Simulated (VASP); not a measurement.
The system is PbS (Galena).

```
CELL_PARAMETERS angstrom
0.00000 2.96575 2.96575
2.96575 0.00000 2.96575
2.96575 2.96575 0.00000
ATOMIC_POSITIONS crystal
Pb 0.00000 0.00000 0.00000
S 0.50000 0.50000 0.50000
```

```yaml
Program: VASP 6.6.1
Task: relaxation of cell and atoms
Functional: SVWN5
Potentials_or_basis: VASP PAW PBE potentials, release 64 (Pb_d, S)
Cutoff: 600 eV
k_mesh: 8 × 8 × 8
Occupations: fermi-dirac, width 0.05 eV
Spin: no spin polarisation
```

At the start: pressure -2.6 GPa; volume 26.09 Å³/atom.

Q: Where does the relaxation end?

A: Over 3 steps the energy falls by 9.4 meV/atom and the volume is 24.96 Å³/atom (-4.3 %); space group Fm-3m (No. 225, to 0.05 Å).

Step by step:
| step | energy change (eV) | largest force (eV/Å) | pressure (GPa) | volume (Å³) |
| --- | --- | --- | --- | --- |
| 1 | 0.0000 | 0.0000 | -2.57 | 52.17 |
| 2 | -0.0160 | 0.0000 | 1.14 | 49.07 |
| 3 | -0.0189 | 0.0000 | 0.00 | 49.91 |

Final structure:
```
Pb S
1.0
     0.00000    2.92228    2.92228
     2.92228    0.00000    2.92228
     2.92228    2.92228    0.00000
Pb S
1 1
Direct
  0.00000 0.00000 0.00000
  0.50000 0.50000 0.50000
```

Caveat: the PAW data sets were made with another functional, which shifts forces and pressure a little.
